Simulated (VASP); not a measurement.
# BaTiO3 (P4mm) in VASP: further runs

The runs below take BaTiO3 through single point, with PBE.

All numbers are computed with VASP 6.6.1; they aren't measurements. Logs are shortened: lines on timing, memory, paths and dates and some standing lists are left out, and cuts for length are marked.

## 1. The cell of the first run

The structure is tetragonal, space group P4mm (No. 99). The conventional cell has a = 4.165 Å, b = 4.165 Å, c = 4.087 Å, α = 90.00°, β = 90.00°, γ = 90.00°. Ba (site symmetry 4mm) has 12 O at 2.86 to 2.97 Å and 8 Ti at 3.55 to 3.62 Å within 3.8 Å. Ti (site symmetry 4mm) has 6 O at 1.85 to 2.24 Å within 2.5 Å. Within 2.8 Å of O (site symmetry 2mm) lie 2 Ti at 2.09 Å. Within 2.5 Å of O (site symmetry 4mm) lie 2 Ti at 1.85 to 2.24 Å.

## 2. Single point, PBE (biaxial strain in the a-b plane: +4.5 %)

INCAR reads:

```
ALGO     = Normal         # electronic algorithm
EDIFF    = 1E-7           # SCF threshold, eV
ENCUT    = 520            # plane-wave cutoff, eV
GGA      = PE             # functional
ISIF     = 2              # what is computed and relaxed
ISMEAR   = 0              # smearing method
LASPH    = True           # aspherical terms in the spheres
LCHARG   = False          # write CHGCAR
LREAL    = False          # projectors in reciprocal space
LWAVE    = False          # write WAVECAR
NBANDS   = 28             # bands
NELM     = 100            # most SCF steps
PREC     = Accurate       # precision mode
SIGMA    = 0.02           # smearing width, eV
```

KPOINTS reads:

```
k-points
0
Gamma
  8 8 6
```

POSCAR reads:

```
BaTiO3
1.0
    4.1647950348      0.0000000000      0.0000000000
    0.0000000000      4.1647950348      0.0000000000
    0.0000000000      0.0000000000      4.0870696206
Ba Ti O
1 1 3
Direct
    0.5000000000      0.5000000000      0.5829917608
    0.0000000000      0.0000000000      0.0979443936
    0.0000000000      0.5000000000      0.0640753051
    0.5000000000      0.0000000000      0.0640753051
    0.0000000000      0.0000000000      0.5509102253
```

Potentials or basis: VASP PAW PBE potentials, release 64 (Ba_sv, Ti_sv, O).

The run is started by

```console
> cat potpaw_PBE.64/Ba_sv/POTCAR potpaw_PBE.64/Ti_sv/POTCAR potpaw_PBE.64/O/POTCAR > POTCAR
> mpirun -np 1 vasp_std > vasp.out
```

OUTCAR:

```text
EDIFF = 1E-7
   ENCUT = 520
   GGA = PE
   ISIF = 2
   ISMEAR = 0
   LASPH = True
   LREAL = False
   NELM = 100
   PREC = Accurate

 ion  position               nearest neighbor table
   1  0.500  0.500  0.583-   3 2.86   4 2.86   4 2.86   3 2.86   5 2.95   5 2.95   5 2.95   5 2.95
                             3 2.97   4 2.97   3 2.97   4 2.97   2 3.55   2 3.55   2 3.55   2 3.55
   2  0.000  0.000  0.098-   5 1.85   4 2.09   3 2.09   3 2.09   4 2.09   5 2.24   1 3.55   1 3.55
                             1 3.55   1 3.55   1 3.62   1 3.62   1 3.62   1 3.62
   3  0.000  0.500  0.064-   2 2.09   2 2.09   1 2.86   1 2.86   1 2.97   1 2.97
   4  0.500  0.000  0.064-   2 2.09   2 2.09   1 2.86   1 2.86   1 2.97   1 2.97
   5  0.000  0.000  0.551-   2 1.85   2 2.24   1 2.95   1 2.95   1 2.95   1 2.95

  LATTYP: Found a simple tetragonal cell.
 ALAT       =     4.1647950348
 C/A-ratio  =     0.9813375176

  Lattice vectors:

 A1 = (   4.1647950348,   0.0000000000,   0.0000000000)
 A2 = (   0.0000000000,   4.1647950348,   0.0000000000)
 A3 = (   0.0000000000,   0.0000000000,   4.0870696206)

Analysis of symmetry for initial positions (statically):
=====================================================================
 Subroutine PRICEL returns:
 Original cell was already a primitive cell.

 Routine SETGRP: Setting up the symmetry group for a
 simple tetragonal supercell.

 Subroutine GETGRP returns: Found  8 space group operations
 (whereof  8 operations were pure point group operations)
 out of a pool of 16 trial point group operations.

The static configuration has the point symmetry C_4v.

Analysis of symmetry for dynamics (positions and initial velocities):
=====================================================================
 Subroutine PRICEL returns:
 Original cell was already a primitive cell.

 Routine SETGRP: Setting up the symmetry group for a
 simple tetragonal supercell.

 Subroutine GETGRP returns: Found  8 space group operations
 (whereof  8 operations were pure point group operations)
 out of a pool of 16 trial point group operations.

The dynamic configuration has the point symmetry C_4v.

 Subroutine INISYM returns: Found  8 space group operations
 (whereof  8 operations are pure point group operations),
 and found     1 'primitive' translations

----------------------------------------------------------------------------------------

                                     Primitive cell

  volume of cell :      70.8923

  direct lattice vectors                    reciprocal lattice vectors
     4.164795035  0.000000000  0.000000000     0.240107854  0.000000000  0.000000000
     0.000000000  4.164795035  0.000000000     0.000000000  0.240107854  0.000000000
     0.000000000  0.000000000  4.087069621     0.000000000  0.000000000  0.244674080

  length of vectors
     4.164795035  4.164795035  4.087069621     0.240107854  0.240107854  0.244674080

  position of ions in fractional coordinates (direct lattice)
     0.500000000  0.500000000  0.582991761
     0.000000000  0.000000000  0.097944394
     0.000000000  0.500000000  0.064075305
     0.500000000  0.000000000  0.064075305
     0.000000000  0.000000000  0.550910225

  ion indices of the primitive-cell ions
   primitive index   ion index
                 1           1
                 2           2
                 3           3
                 4           4
                 5           5

----------------------------------------------------------------------------------------

 KPOINTS: k-points

Automatic generation of k-mesh.
 Grid dimensions read from file:
 generate k-points for:    8    8    6

 Generating k-lattice:

  Cartesian coordinates                     Fractional coordinates (reciprocal lattice)
     0.030013482  0.000000000  0.000000000     0.125000000  0.000000000  0.000000000
     0.000000000  0.030013482  0.000000000     0.000000000  0.125000000  0.000000000
     0.000000000  0.000000000  0.040779013     0.000000000  0.000000000  0.166666667

  Length of vectors
     0.030013482  0.030013482  0.040779013

  Shift w.r.t. Gamma in fractional coordinates (k-lattice)
     0.000000000  0.000000000  0.000000000

 Subroutine IBZKPT returns following result:
 ===========================================

 Found     60 irreducible k-points:

 Following reciprocal coordinates:
            Coordinates               Weight
  0.000000  0.000000  0.000000      1.000000
  0.125000  0.000000  0.000000      4.000000
  0.250000  0.000000  0.000000      4.000000
  0.375000  0.000000  0.000000      4.000000
  0.500000  0.000000  0.000000      2.000000
  0.125000  0.125000  0.000000      4.000000
[... 16 lines left out ...]
  0.375000  0.125000  0.166667     16.000000
  0.500000  0.125000  0.166667      8.000000
 [... further k-points ...]
   k-points           NKPTS =     60   k-points in BZ     NKDIM =     60   number of bands    NBANDS=     28
[... 34 lines left out ...]
   IALGO  =     38    algorithm
   IMIX   =      4    mixing-type and parameters
     AMIX     =   0.40;   BMIX     =  1.00
     AMIX_MAG =   1.60;   BMIX_MAG =  1.00
  volume/ion in A,a.u.               =      14.18        95.68
  Fermi-wavevector in a.u.,A,eV,Ry     =   1.352784  2.556391 24.898988  1.830024
  Thomas-Fermi vector in A             =   2.480094
   LORBIT       =      0    0 simple, 1 ext, 2 COOP (PROOUT), +10 PAW based schemes
   GGA     = PE    functional components
   LHFCALC =     F    Hartree Fock is set to
   AEXX    =    0.0000 exact exchange contribution
   IVDW    =     0    specifies the selected vdW correction
   LEPSILON=     F    determine dielectric tensor
   LRPA    =     F    only Hartree local field effects (RPA)
 non-spin polarized calculation
 Gauss-broadening in eV      SIGMA  =   0.02
  energy-cutoff  :      520.00
  volume of cell :       70.89
 maximum number of plane-waves:      1956
 NGX is ok and might be reduce to    32
   NGX = 15   NGY = 15   NGZ = 15

 number of electron      40.0000010 magnetization

 Free energy of the ion-electron system (eV)
  ---------------------------------------------------
  ext. energy  EPLUGINS =         0.00000000
  ---------------------------------------------------
  free energy    TOTEN  =       -39.86596476 eV

  energy without entropy =      -39.86596476  energy(sigma->0) =      -39.86596476

 E-fermi :   3.3294     XC(G=0): -10.7256

 val. band max:        3.1450664530   @ k =   0.5000   0.5000   0.5000
 cond. band min:       4.7583863530   @ k =   0.0000   0.0000   0.0000
 fundamental gap:      1.6133199000
 Fermi energy:         3.3294431967

 k-point     1 :       0.0000    0.0000    0.0000
  band No.  band energies     occupation
      1     -53.7532      2.00000
      2     -29.9949      2.00000
      3     -29.9219      2.00000
      4     -29.9219      2.00000
      5     -22.0097      2.00000
      6     -13.6292      2.00000
[... 20 lines left out ...]
     27       8.0933      0.00000
     28       9.4131      0.00000

 k-point     2 :       0.1250    0.0000    0.0000
  band No.  band energies     occupation
      1     -53.7531      2.00000
      2     -29.9947      2.00000
      3     -29.9262      2.00000
      4     -29.9218      2.00000
      5     -22.0002      2.00000
      6     -13.6391      2.00000
[... 20 lines left out ...]
     27       8.3475      0.00000
     28       9.7565      0.00000

 k-point     3 :       0.2500    0.0000    0.0000
  band No.  band energies     occupation
      1     -53.7529      2.00000
      2     -29.9943      2.00000
      3     -29.9363      2.00000
      4     -29.9214      2.00000
      5     -21.9773      2.00000
      6     -13.6779      2.00000
[... 20 lines left out ...]
     27       8.9934      0.00000
     28      10.7198      0.00000

 k-point     4 :       0.3750    0.0000    0.0000
  band No.  band energies     occupation
      1     -53.7528      2.00000
      2     -29.9939      2.00000
      3     -29.9465      2.00000
      4     -29.9211      2.00000
      5     -21.9541      2.00000
      6     -13.7323      2.00000
[... 578 lines left out ...]
     27       9.5594      0.00000
     28      10.6226      0.00000

 k-point    23 :       0.3750    0.1250    0.1667
  band No.  band energies     occupation
      1     -53.7525      2.00000
      2     -30.0032      2.00000
      3     -29.9458      2.00000
      4     -29.9249      2.00000
      5     -21.9332      2.00000
      6     -13.5835      2.00000
[... 20 lines left out ...]
     27      10.2541      0.00000
     28      11.1382      0.00000

 k-point    24 :       0.5000    0.1250    0.1667
  band No.  band energies     occupation
      1     -53.7524      2.00000
      2     -30.0030      2.00000
      3     -29.9499      2.00000
      4     -29.9247      2.00000
      5     -21.9246      2.00000
      6     -13.5977      2.00000
[... 20 lines left out ...]
     27      10.5346      0.00000
     28      11.3622      0.00000

 [... further k-points ...]
[... 5 lines left out ...]
  --------------------------------------------------------------------------------------
  -------------------------------------------------------------------------------------
  Total       -4.6681060     -4.6681060     -2.0320056      0.0000000     -0.0000000      0.0000000
  in kB     -105.4998861   -105.4998861    -45.9236277      0.0000000     -0.0000000      0.0000000
  external PRESSURE =     -85.6411333 kB  Pullay stress =       0.0000000 kB

 VOLUME and BASIS-vectors are now :
 -----------------------------------------------------------------------------
  energy-cutoff  :      520.00
  volume of cell :       70.89
      direct lattice vectors                 reciprocal lattice vectors
     4.164795035  0.000000000  0.000000000     0.240107854  0.000000000  0.000000000
     0.000000000  4.164795035  0.000000000     0.000000000  0.240107854  0.000000000
     0.000000000  0.000000000  4.087069621     0.000000000  0.000000000  0.244674080

 POSITION                                       TOTAL-FORCE (eV/Angst)
 -----------------------------------------------------------------------------------
      2.08240      2.08240      2.38273        -0.000000      0.000000      0.002525
      0.00000      0.00000      0.40031        -0.000000      0.000000      0.279731
      0.00000      2.08240      0.26188        -0.000000      0.000000      0.027480
      2.08240      0.00000      0.26188        -0.000000      0.000000      0.027480
      0.00000      0.00000      2.25161         0.000000      0.000000     -0.337216
 -----------------------------------------------------------------------------------
    total drift:                                0.000000     -0.000000      0.000340

  FREE ENERGIE OF THE ION-ELECTRON SYSTEM (eV)
  ---------------------------------------------------
  free  energy   TOTEN  =       -39.8659647643 eV

  energy  without entropy=      -39.8659647643  energy(sigma->0) =      -39.86596476
```

It took 3.3 min on 1 thread of AMD EPYC, shared host; peak memory 0.23 GiB.

Results:

- Free energy: -39.8660 eV
- Pressure: -8.6 GPa
- Largest force: 0.337 eV/Å
- Band gap on the k mesh: 1.61 eV, indirect (least direct gap 2.00 eV)

Forces on the atoms (eV/Å):
```
Ba   0.000  0.000  0.003
Ti   0.000  0.000  0.280
O    0.000  0.000  0.027
O    0.000  0.000  0.027
O    0.000  0.000 -0.337
```

Stress tensor (GPa, compression positive):
```
-10.55   0.00   0.00
  0.00 -10.55   0.00
  0.00   0.00  -4.59
```

Levels at points of the mesh, in eV from the valence-band top:
```
           k point  band 16  band 17  band 18  band 19  band 20  band 21  band 22  band 23  band 24  band 25
(0.00, 0.00, 0.00)    -1.31    -0.93    -0.49    -0.39    -0.39     1.61     2.02     2.02     3.34     3.75
(0.50, 0.00, 0.00)    -1.68    -1.60    -1.44    -1.08    -0.95     2.10     3.02     3.11     3.61     5.00
(0.50, 0.50, 0.00)    -2.38    -1.87    -1.20    -1.20    -0.09     3.12     3.12     3.40     4.17     6.51
(0.00, 0.00, 0.50)    -2.14    -1.77    -1.68    -0.68    -0.68     1.75     3.33     3.33     3.34     5.33
(0.50, 0.00, 0.50)    -2.31    -1.71    -0.86    -0.84    -0.21     3.04     3.33     3.54     4.06     6.76
(0.50, 0.50, 0.50)    -2.62    -2.25    -0.12    -0.12     0.00     3.58     3.73     3.73     5.92     6.29
```

Caveat: the cell differs from its parent crystal (biaxial strain in the a-b plane: +4.5 %); spin-orbit coupling is left out, which moves the levels of the heavy elements.

## 3. Single point, PBE (equal strain along all axes, cell held: -1.5 %, then relaxed in part)

INCAR reads:

```
PREC     = Accurate       # precision mode
ENCUT    = 520            # plane-wave cutoff, eV
EDIFF    = 1E-6           # SCF threshold, eV
ISMEAR   = 0              # smearing method
SIGMA    = 0.02           # smearing width, eV
LREAL    = False          # projectors in reciprocal space
LASPH    = True           # aspherical terms in the spheres
NELM     = 100            # most SCF steps
ALGO     = Normal         # electronic algorithm
ISIF     = 2              # what is computed and relaxed
LWAVE    = False          # write WAVECAR
LCHARG   = True           # write CHGCAR
GGA      = PE             # functional
LELF     = True           # ELF
LVHAR    = True         
NBANDS   = 28             # bands
```

KPOINTS reads:

```
regular mesh
0
Gamma
  8 8 6
```

POSCAR reads:

```
BaTiO3
1.0
    3.9256680492      0.0000000000      0.0000000000
    0.0000000000      3.9256680492      0.0000000000
    0.0000000000      0.0000000000      4.1374754116
Ba Ti O
1 1 3
Direct
    0.5000000000      0.5000000000      0.5865216392
    0.0000000000      0.0000000000      0.1044019507
    0.0000000000      0.5000000000      0.0611504989
    0.5000000000      0.0000000000      0.0611504989
    0.0000000000      0.0000000000      0.5467724023
```

Potentials or basis: VASP PAW PBE potentials, release 64 (Ba_sv, Ti_sv, O).

The run is started by

```console
> cat potpaw_PBE.64/Ba_sv/POTCAR potpaw_PBE.64/Ti_sv/POTCAR potpaw_PBE.64/O/POTCAR > POTCAR
> mpirun -np 1 vasp_std > vasp.out
```

It took 3 min on 1 thread of Intel Xeon 8259CL, shared host; peak memory 0.25 GiB.

Results (log left out):

| Item | Value |
| --- | --- |
| Free energy | -39.9530 eV |
| Pressure | 8.3 GPa |
| Largest force | 0.066 eV/Å |
| Band gap on the k mesh | 1.84 eV, indirect (least direct gap 2.37 eV) |

Forces in eV/Å, atoms in the order of the input:
```
Ba   0.000  0.000 -0.041
Ti   0.000  0.000 -0.066
O    0.000  0.000  0.021
O    0.000  0.000  0.021
O    0.000  0.000  0.065
```

Stress tensor (GPa, compression positive):
```
9.40 0.00 0.00
0.00 9.40 0.00
0.00 0.00 6.03
```

Levels at points of the mesh, in eV from the valence-band top:
```tsv
k point	band 17	band 18	band 19	band 20	band 21	band 22	band 23	band 24
(0.00, 0.00, 0.00)	-1.39	-0.77	-0.53	-0.53	1.84	2.36	2.36	4.27
(0.50, 0.00, 0.00)	-2.06	-1.81	-1.46	-1.22	2.47	3.62	3.70	4.22
(0.50, 0.50, 0.00)	-1.96	-1.05	-1.05	-0.07	3.73	3.73	4.12	4.38
(0.00, 0.00, 0.50)	-2.06	-2.06	-0.74	-0.74	1.97	3.52	3.52	4.26
(0.50, 0.00, 0.50)	-1.83	-1.16	-1.09	-0.48	3.54	3.67	3.89	5.08
(0.50, 0.50, 0.50)	-2.54	-0.40	-0.40	0.00	4.15	4.15	4.31	6.28
```

Caveat: the cell differs from its parent crystal (equal strain along all axes, cell held: -1.5 %, then relaxed in part); spin-orbit coupling is left out, which moves the levels of the heavy elements.

## 4. Single point, PBE

This run uses another cell than the first one, of 13.34 Å³/atom, 0.941 times its volume.

INCAR reads:

```
SYSTEM = BaTiO3
PREC = Accurate ; ENCUT = 520
EDIFF = 1E-7 ; ISMEAR = 0
SIGMA = 0.02 ; LREAL = .FALSE.
LASPH = .TRUE. ; NELM = 100
ALGO = Normal ; ISIF = 2
LWAVE = .FALSE. ; LCHARG = .FALSE.
GGA = PE ; NBANDS = 28
```

KPOINTS reads:

```
regular mesh
0
G
  8 8 6
  0 0 0
```

POSCAR reads:

```
BaTiO3
1.0
    3.9854497962      0.0000000000      0.0000000000
    0.0000000000      3.9854497962      0.0000000000
    0.0000000000      0.0000000000      4.2004826514
Ba Ti O
1 1 3
Direct
    0.5000000000      0.5000000000      0.5912757175
    0.0000000000      0.0000000000      0.1084227160
    0.0000000000      0.5000000000      0.0602445497
    0.5000000000      0.0000000000      0.0602445497
    0.0000000000      0.0000000000      0.5398094571
```

The run is started by

```console
> cat potpaw_PBE.64/Ba_sv/POTCAR potpaw_PBE.64/Ti_sv/POTCAR potpaw_PBE.64/O/POTCAR > POTCAR
> mpirun -np 1 vasp_std > vasp.out
```

Wall time 3.3 min (1 thread of Intel Xeon 8259CL, shared host); peak memory 0.25 GiB.

Results (log left out):

- Free energy: -40.0401 eV
- Pressure: 1.6 GPa
- Largest force: 0.083 eV/Å
- Band gap on the k mesh: 1.79 eV, indirect (least direct gap 2.35 eV)

Forces in eV/Å, atoms in the order of the input:
```
Ba   0.000  0.000 -0.050
Ti   0.000  0.000 -0.081
O    0.000  0.000  0.024
O    0.000  0.000  0.024
O    0.000  0.000  0.083
```

Stress tensor (GPa, compression positive):
```
1.58 0.00 0.00
0.00 1.58 0.00
0.00 0.00 1.66
```

Levels at points of the mesh, in eV from the valence-band top:
```
           k point  band 18  band 19  band 20  band 21  band 22  band 23
(0.00, 0.00, 0.00)    -0.93    -0.57    -0.57     1.79     2.43     2.43
(0.50, 0.00, 0.00)    -1.72    -1.59    -1.34     2.51     3.42     3.53
(0.50, 0.50, 0.00)    -1.17    -1.17    -0.06     3.56     3.56     3.90
(0.00, 0.00, 0.50)    -2.00    -0.74    -0.74     1.91     3.43     3.43
(0.50, 0.00, 0.50)    -1.18    -1.09    -0.52     3.45     3.47     3.70
(0.50, 0.50, 0.50)    -0.46    -0.46     0.00     3.95     3.95     4.06
```

Caveat: spin-orbit coupling is left out, which moves the levels of the heavy elements.

## 5. The runs side by side

| cell | gap on the mesh (eV) | pressure (GPa) | largest force (eV/Å) |
| --- | --- | --- | --- |
| a = 4.165, b = 4.165, c = 4.087 Å, 5 atoms | 1.61 | -8.6 | 0.34 |
| a = 3.926, b = 3.926, c = 4.137 Å, 5 atoms | 1.84 | 8.3 | 0.07 |
| a = 3.985, b = 3.985, c = 4.200 Å, 5 atoms | 1.79 | 1.6 | 0.08 |

Alike in all rows: task single point; level PBE; potentials or basis VASP PAW PBE potentials, release 64 (Ba_sv, Ti_sv, O); no spin polarisation; k mesh 8 × 8 × 6; cutoff (eV) 520; smearing gaussian 0.02 eV.

Caveats: spin-orbit coupling is left out, which moves the levels of the heavy elements.

Total energies depend on the potentials used, so only differences within one code and one set of settings carry meaning.
